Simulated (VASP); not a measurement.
# Sb (Fm-3m) in VASP: a series of runs, part 2 of 2

VASP 6.6.1. The steps go on from the part before.

## Step 3: Single point, PBE (volume scaled by 0.92)

The input, INCAR:

```
SYSTEM = Sb
  PREC = Accurate
  ENCUT = 520
  EDIFF = 1E-7
  ISMEAR = -1
  SIGMA = 0.1
  LREAL = .FALSE.
  LASPH = .TRUE.
  NELM = 100
  ALGO = Normal
  ISIF = 2
  LWAVE = .FALSE.
  LCHARG = .FALSE.
  GGA = PE
  NBANDS = 8
```

The input, KPOINTS:

```
Automatic mesh
0
G
  19 19 19
  0 0 0
```

The input, POSCAR:

```
Sb
1.0
    0.0000000000      2.3284573740      2.3284573740
    2.3284573740      0.0000000000      2.3284573740
    2.3284573740      2.3284573740      0.0000000000
Sb
1
Direct
    0.0000000000      0.0000000000      0.0000000000
```

Potentials or basis: VASP PAW PBE potentials, release 64 (Sb).

The run is started by

```sh
$ cat potpaw_PBE.64/Sb/POTCAR > POTCAR
$ mpirun -np 1 vasp_std > vasp.out
```

OUTCAR:

```text
SYSTEM = Sb
   PREC = Accurate
   ENCUT = 520
   EDIFF = 1E-7
   ISMEAR = -1
   LREAL = .FALSE.
   LASPH = .TRUE.
   NELM = 100
   ISIF = 2
   GGA = PE

 ion  position               nearest neighbor table
   1  0.000  0.000  0.000-

  LATTYP: Found a face centered cubic cell.
 ALAT       =     4.6569147480

  Lattice vectors:

 A1 = (   0.0000000000,   2.3284573740,   2.3284573740)
 A2 = (   2.3284573740,   0.0000000000,   2.3284573740)
 A3 = (   2.3284573740,   2.3284573740,   0.0000000000)

Analysis of symmetry for initial positions (statically):
=====================================================================
 Subroutine PRICEL returns:
 Original cell was already a primitive cell.

 Routine SETGRP: Setting up the symmetry group for a
 face centered cubic supercell.

 Subroutine GETGRP returns: Found 48 space group operations
 (whereof 48 operations were pure point group operations)
 out of a pool of 48 trial point group operations.

The static configuration has the point symmetry O_h .

Analysis of symmetry for dynamics (positions and initial velocities):
=====================================================================
 Subroutine PRICEL returns:
 Original cell was already a primitive cell.

 Routine SETGRP: Setting up the symmetry group for a
 face centered cubic supercell.

 Subroutine GETGRP returns: Found 48 space group operations
 (whereof 48 operations were pure point group operations)
 out of a pool of 48 trial point group operations.

The dynamic configuration has the point symmetry O_h .

 Subroutine INISYM returns: Found 48 space group operations
 (whereof 48 operations are pure point group operations),
 and found     1 'primitive' translations

----------------------------------------------------------------------------------------

                                     Primitive cell

  volume of cell :      25.2485

[... 100 lines left out ...]
   EFERMI =   0.00;   METHOD = LEGACY
   ISMEAR =    -1;   SIGMA  =   0.10  broadening in eV -4-tet -1-fermi 0-gaus
   EFERMI_NEDOS =   21; number of points for ismear=-14 and -15
   IALGO  =     38    algorithm
   IMIX   =      4    mixing-type and parameters
     AMIX     =   0.40;   BMIX     =  1.00
     AMIX_MAG =   1.60;   BMIX_MAG =  1.00
  volume/ion in A,a.u.               =      25.25       170.39
  Fermi-wavevector in a.u.,A,eV,Ry     =   0.954230  1.803234 12.388860  0.910555
  Thomas-Fermi vector in A             =   2.082958
   LORBIT       =      0    0 simple, 1 ext, 2 COOP (PROOUT), +10 PAW based schemes
   GGA     = PE    functional components
   LHFCALC =     F    Hartree Fock is set to
   AEXX    =    0.0000 exact exchange contribution
   IVDW    =     0    specifies the selected vdW correction
   LEPSILON=     F    determine dielectric tensor
   LRPA    =     F    only Hartree local field effects (RPA)
 non-spin polarized calculation
  energy-cutoff  :      520.00
  volume of cell :       25.25
 maximum number of plane-waves:       692
   NGX = 13   NGY = 13   NGZ = 13

 number of electron       5.0000000 magnetization

 Free energy of the ion-electron system (eV)
  ---------------------------------------------------
  ext. energy  EPLUGINS =         0.00000000
  ---------------------------------------------------
  free energy    TOTEN  =        -3.79594239 eV

  energy without entropy =       -3.77318303  energy(sigma->0) =       -3.78456271

 E-fermi :   9.4142     XC(G=0): -10.5183

 val. band max:        9.4125023605   @ k =   0.4211   0.2632   0.0000
 cond. band min:       9.4219958446   @ k =  -0.4211   0.3684   0.1053
 fundamental gap:      0.0094934841
 Fermi energy:         9.4141670347

 k-point     1 :       0.0000    0.0000    0.0000
  band No.  band energies     occupation
      1      -4.0588      2.00000
      2      15.1977      0.00000
      3      15.1977      0.00000
      4      15.1977      0.00000
      5      19.5569      0.00000
      6      19.5569      0.00000
      7      19.5569      0.00000
      8      19.6205      0.00000
[... 243 lines left out ...]
 k-point    24 :      -0.2632    0.0526    0.0000
  band No.  band energies     occupation
      1      -2.3714      2.00000
      2       7.7121      2.00000
      3      12.9734      0.00000
      4      14.2857      0.00000
      5      18.1583      0.00000
      6      19.4254      0.00000
      7      19.4380      0.00000
      8      21.6725      0.00000

 [... further k-points ...]
[... 5 lines left out ...]
  --------------------------------------------------------------------------------------
  -------------------------------------------------------------------------------------
  Total        0.9281164      0.9281164      0.9281164      0.0000000      0.0000000     -0.0000000
  in kB       58.8949641     58.8949641     58.8949641      0.0000000      0.0000000     -0.0000000
  external PRESSURE =      58.8949641 kB  Pullay stress =       0.0000000 kB

 VOLUME and BASIS-vectors are now :
 -----------------------------------------------------------------------------
  energy-cutoff  :      520.00
  volume of cell :       25.25
      direct lattice vectors                 reciprocal lattice vectors
     0.000000000  2.328457374  2.328457374    -0.214734444  0.214734444  0.214734444
     2.328457374  0.000000000  2.328457374     0.214734444 -0.214734444  0.214734444
     2.328457374  2.328457374  0.000000000     0.214734444  0.214734444 -0.214734444

 POSITION                                       TOTAL-FORCE (eV/Angst)
 -----------------------------------------------------------------------------------
      0.00000      0.00000      0.00000         0.000000     -0.000000      0.000000
 -----------------------------------------------------------------------------------
    total drift:                                0.000000      0.000000      0.000000

  FREE ENERGIE OF THE ION-ELECTRON SYSTEM (eV)
  ---------------------------------------------------
  free  energy   TOTEN  =        -3.7959423930 eV

  energy  without entropy=       -3.7731830261  energy(sigma->0) =       -3.78456271
```

OSZICAR:

```text
N       E                     dE             d eps       ncg     rms          rms(c)
DAV:   1     0.499747062922E+01    0.49975E+01   -0.17177E+03  3584   0.414E+02
DAV:   2    -0.371294803587E+01   -0.87104E+01   -0.83826E+01  4856   0.533E+01
DAV:   3    -0.380075178830E+01   -0.87804E-01   -0.87487E-01  4392   0.605E+00
DAV:   4    -0.380099159095E+01   -0.23980E-03   -0.23980E-03  5528   0.371E-01
DAV:   5    -0.380099197228E+01   -0.38132E-06   -0.37986E-06  4456   0.940E-03    0.191E+00
DAV:   6    -0.379778036962E+01    0.32116E-02   -0.13767E-03  4464   0.200E-01    0.110E+00
DAV:   7    -0.379593901149E+01    0.18414E-02   -0.30151E-03  4032   0.296E-01    0.476E-02
DAV:   8    -0.379594275604E+01   -0.37445E-05   -0.37420E-05  5192   0.487E-02    0.670E-03
DAV:   9    -0.379594291029E+01   -0.15425E-06   -0.55850E-07  5040   0.590E-03    0.109E-03
DAV:  10    -0.379594255950E+01    0.35079E-06   -0.33030E-08  4824   0.107E-03    0.121E-03
DAV:  11    -0.379594234486E+01    0.21464E-06   -0.11042E-09  2504   0.301E-04    0.222E-04
DAV:  12    -0.379594239296E+01   -0.48109E-07   -0.13099E-10  2264   0.760E-05
   1 F= -.37959424E+01 E0= -.37845627E+01  d E =-.227594E-01
```

Run time: 27 s. Hardware: 1 thread of AMD EPYC 7R13 (Zen 3), shared host; peak memory 0.14 GiB.

What came out:

| Item | Value |
| --- | --- |
| Free energy | -3.7959 eV |
| Pressure | 5.9 GPa |

Levels at points of the mesh, in eV from the Fermi level:
```csv
k point,band 1,band 2,band 3,band 4,band 5
"(0.00, 0.00, 0.00)",-13.47,5.78,5.78,5.78,10.14
```

Caveat: spin-orbit coupling is left out, which moves the levels of the heavy elements.
